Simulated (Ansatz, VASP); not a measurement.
**CuI in VASP and in Ansatz**

INCAR

```
PREC = Accurate
ENCUT = 520
EDIFF = 1E-7
ISMEAR = 0
SIGMA = 0.01
LREAL = False
LASPH = True
NELM = 80
ALGO = Normal
ISIF = 2
LWAVE = False
LCHARG = False
GGA = CA
NBANDS = 16
```

KPOINTS

```
regular mesh
0
Gamma
  8 8 8
```

File POSCAR:

```
CuI
1.0
    0.0000000000      3.0120426902      3.0120426902
    3.0120426902      0.0000000000      3.0120426902
    3.0120426902      3.0120426902      0.0000000000
Cu I
1 1
Direct
    0.2500000000      0.2500000000      0.2500000000
    0.0000000000      0.0000000000      0.0000000000
```

Input for Ansatz:

```yaml
crystal:
  lattice:
    - [0.0, 3.0120426902, 3.0120426902]
    - [3.0120426902, 0.0, 3.0120426902]
    - [3.0120426902, 3.0120426902, 0.0]
  atoms:
    - { symbol: Cu, position: [0.25, 0.25, 0.25] }
    - { symbol: I, position: [0.0, 0.0, 0.0] }
kpoints:
  mp_grid: { grid: [8, 8, 8] }
  band_path:
    path:
      - [0.0, 0.0, 0.0]
      - [-0.5, -0.5, 0.0]
      - [-0.375, -0.375, 0.25]
      - [-0.375, 0.0, 0.375]
      - [0.0, 0.0, 0.5]
      - [-0.5, -0.25, 0.25]
    npoints: 1
hamiltonian:
  xc: lda
scf:
  occupations: { method: fixed }
  n_extra_bands: 4
output:
  forces: true
  stress: true
  eigenvalues: true
  write_density: true
  write_potential: true
  elf: true
  volumetric_format: npy
```

Alike in both runs: task single point; functional LDA; k mesh 8 × 8 × 8; no spin polarisation.

|  | VASP | Ansatz |
| --- | --- | --- |
| version | VASP 6.6.1 | Ansatz 0.2.0 |
| potentials or method | VASP PAW LDA potentials, release 64 (Cu, I) | plane waves, PAW |
| plane-wave cutoff (eV) | 520 | 420 |
| occupations | gaussian, width 0.01 eV | fixed |
| valence electrons in the cell | 18 | 36 |

Ansatz gave:

| Property | Result |
| --- | --- |
| gap on the k mesh at the Fermi level (eV) | 0.99 |
| pressure (GPa) | -3.8 |

Task: Which values does VASP return?

Result: gap on the k mesh at the Fermi level (eV): 1.05; pressure (GPa): -3.6.

LDA's correlation is that of Perdew and Zunger in VASP and of Perdew and Wang (1992) in Ansatz. VASP's potentials hold 18 valence electrons a cell and Ansatz's 36, so a difference there can come from the potentials and not from the codes.

Neither program's run includes spin-orbit coupling.
